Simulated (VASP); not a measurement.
A run of VASP 6.6.1 is set up as follows.

Contents of INCAR:

```
  ALGO = Normal
  EDIFF = 1E-6
  ENCUT = 520
  GGA = RP
  ISIF = 2
  ISMEAR = 0
  LASPH = True
  LCHARG = False
  LREAL = False
  LWAVE = False
  NBANDS = 15
  NELM = 100
  PREC = Accurate
  SIGMA = 0.1
```

File KPOINTS:

```
k-points
0
Gamma
  11 11 6
```

POSCAR

```
Os
1.0
    2.7341000000      0.0000000000      0.0000000000
   -1.3670500000      2.3678000565      0.0000000000
    0.0000000000      0.0000000000      4.3197000000
Os
2
Direct
    0.6666666667      0.3333333333      0.7500000000
    0.3333333333      0.6666666667      0.2500000000
```

Potentials or basis: VASP PAW PBE potentials, release 64 (Os).

Command:

```bash
$ cat potpaw_PBE.64/Os/POTCAR > POTCAR
$ mpirun -np 1 vasp_std > vasp.out
```

(1) What does it give for the pressure?

(2) What does it give for the band gap on the k mesh?

Answers

(1) 12.7 GPa.

(2) zero (band 8 reaches 11.64 eV, above the bottom of band 9 at 7.75 eV).

Caveat: the PAW data sets were made with another functional, which shifts forces and pressure a little; spin-orbit coupling is left out, which moves the levels of the heavy elements.
